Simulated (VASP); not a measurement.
# W: single point with PBE+D3(BJ)

The system is W.

```xyz
1
Lattice="0.0000 2.0030 2.0030 2.0030 0.0000 2.0030 2.0030 2.0030 0.0000" Properties=species:S:1:pos:R:3 pbc="T T T"
W     0.0000    0.0000    0.0000
```

| Quantity | Value |
| --- | --- |
| Program | VASP 6.6.1 |
| Task | single point |
| Functional | PBE |
| Dispersion | D3(BJ) |
| Potentials or basis | VASP PAW PBE potentials, release 64 (W_sv) |
| Cutoff | 500 eV |
| k mesh | 11 × 11 × 11 |
| Occupations | gaussian, width 0.1 eV |
| Spin | no spin polarisation |

- Pressure: 0.5 GPa
- Band gap on the k mesh: zero (band 7 reaches 13.55 eV, above the bottom of band 8 at 10.19 eV)
- Dispersion energy per atom: -0.685 eV

Levels at points of the mesh, in eV from the Fermi level:
| k point | band 4 | band 5 | band 6 | band 7 | band 8 | band 9 | band 10 | band 11 |
| --- | --- | --- | --- | --- | --- | --- | --- | --- |
| (0.00, 0.00, 0.00) | -37.23 | -9.08 | -0.57 | -0.57 | -0.57 | 2.65 | 2.65 | 12.83 |

Run time: 14 s on 1 thread of Intel Xeon 8259CL, on a shared host, peak memory 0.15 GiB.

Caveat: spin-orbit coupling is left out, which moves the levels of the heavy elements; pairwise dispersion overbinds metals, which lowers pressure and volume.
